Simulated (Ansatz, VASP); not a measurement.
Re in VASP and in Ansatz

File INCAR:

```
PREC     = Accurate       # precision mode
ENCUT    = 520            # plane-wave cutoff, eV
EDIFF    = 1E-8           # SCF threshold, eV
ISMEAR   = -1             # smearing method
SIGMA    = 0.03           # smearing width, eV
LREAL    = False          # projectors in reciprocal space
LASPH    = True           # aspherical terms in the spheres
NELM     = 80             # most SCF steps
ALGO     = Normal         # electronic algorithm
ISIF     = 2              # what is computed and relaxed
LWAVE    = False          # write WAVECAR
LCHARG   = False          # write CHGCAR
LEFG     = True         
NBANDS   = 10             # bands
```

The input KPOINTS:

```
regular mesh
0
Gamma
  14 14 14
```

File POSCAR:

```
Re
1.0
    0.0000000000      1.9750000000      1.9750000000
    1.9750000000      0.0000000000      1.9750000000
    1.9750000000      1.9750000000      0.0000000000
Re
1
Direct
    0.0000000000      0.0000000000      0.0000000000
```

Input for Ansatz:

```yaml
crystal:
  lattice:
    - [0.0, 1.975, 1.975]
    - [1.975, 0.0, 1.975]
    - [1.975, 1.975, 0.0]
  atoms:
    - { symbol: Re, position: [0.0, 0.0, 0.0] }
kpoints:
  mp_grid: { grid: [14, 14, 14] }
  band_path:
    path:
      - [0.0, 0.0, 0.0]
      - [0.5, 0.0, 0.5]
      - [0.625, 0.25, 0.625]
      - [0.375, 0.375, 0.75]
      - [0.0, 0.0, 0.0]
      - [0.5, 0.5, 0.5]
      - [0.5, 0.25, 0.75]
      - [0.5, 0.0, 0.5]
    npoints: 14
scf:
  occupations: { method: fermi_dirac, width: 0.03 }
hamiltonian:
  xc: lda
  pseudopotentials: { kind: paw }
output:
  forces: true
  stress: true
  eigenvalues: true
  efg: { contact_densities: true }
  populations: true
  bader: true
  dos: { projected: true, de: 0.2, e_range: [-14, 8] }
  write_density: true
  write_potential: true
  elf: true
  volumetric_format: npy
```

Alike in both runs: task electric field gradients; functional LDA; k mesh 14 × 14 × 14; occupations fermi-dirac, width 0.03 eV; no spin polarisation.

```csv
,VASP,Ansatz
version,VASP 6.6.1,Ansatz 0.2.0
potentials or method,"VASP PAW LDA potentials, release 64 (Re)","PAW with Ansatz's default frozen-core files, scalar-relativistic"
plane-wave cutoff (eV),520,420
valence electrons in the cell,7,15
```

```csv
,VASP,Ansatz,Ansatz less VASP
pressure (GPa),-23.2,-23.9,-0.70
```

LDA's correlation is that of Perdew and Zunger in VASP and of Perdew and Wang (1992) in Ansatz. VASP's potentials hold 7 valence electrons a cell and Ansatz's 15, so a difference there can come from the potentials and not from the codes.

Spin-orbit coupling is off throughout.
